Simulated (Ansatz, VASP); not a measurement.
Mg in VASP and in Ansatz

File INCAR:

```
SYSTEM = Mg
ALGO = Normal
EDIFF = 1E-6
ENCUT = 520
GGA = CA
ISIF = 2
ISMEAR = -1
LASPH = .TRUE.
LCHARG = .FALSE.
LREAL = .FALSE.
LWAVE = .FALSE.
NBANDS = 7
NELM = 80
PREC = Accurate
SIGMA = 0.05
```

Contents of KPOINTS:

```
k-points
0
G
  16 16 16
  0 0 0
```

Contents of POSCAR:

```
Mg
1.0
    0.0000000000      1.9680081872      1.9680081872
    1.9680081872      0.0000000000      1.9680081872
    1.9680081872      1.9680081872      0.0000000000
Mg
1
Direct
    0.0000000000      0.0000000000      0.0000000000
```

Input for Ansatz:

```yaml
crystal:
  lattice:
    - [0.0, 1.9680081872, 1.9680081872]
    - [1.9680081872, 0.0, 1.9680081872]
    - [1.9680081872, 1.9680081872, 0.0]
  atoms:
    - { symbol: Mg, position: [0.0, 0.0, 0.0] }
kpoints:
  mp_grid: { grid: [16, 16, 16] }
scf:
  occupations: { method: fermi_dirac, width: 0.05 }
hamiltonian:
  xc: lda
  pseudopotentials: { kind: all_electron, lapw: { basis_error: 0.001 } }
output:
  forces: true
  stress: true
  eigenvalues: true
  populations: true
```

Change from the starting cell: volume scaled by 0.7, LAPW.

Alike in both runs: task single point; functional LDA; k mesh 16 × 16 × 16; occupations fermi-dirac, width 0.05 eV; no spin polarisation.

```csv
,VASP,Ansatz
version,VASP 6.6.1,Ansatz 0.2.0
potentials or method,"VASP PAW LDA potentials, release 64 (Mg), cutoff 520 eV","all-electron LAPW, scalar-relativistic"
```

VASP gave:

```
pressure (GPa) : 27.7
```

**Question.** Which values does Ansatz return?

**Answer.** Pressure (GPa): 27.8.

LDA's correlation is that of Perdew and Zunger in VASP and of Perdew and Wang (1992) in Ansatz. Ansatz ran all-electron here, and VASP with PAW potentials.
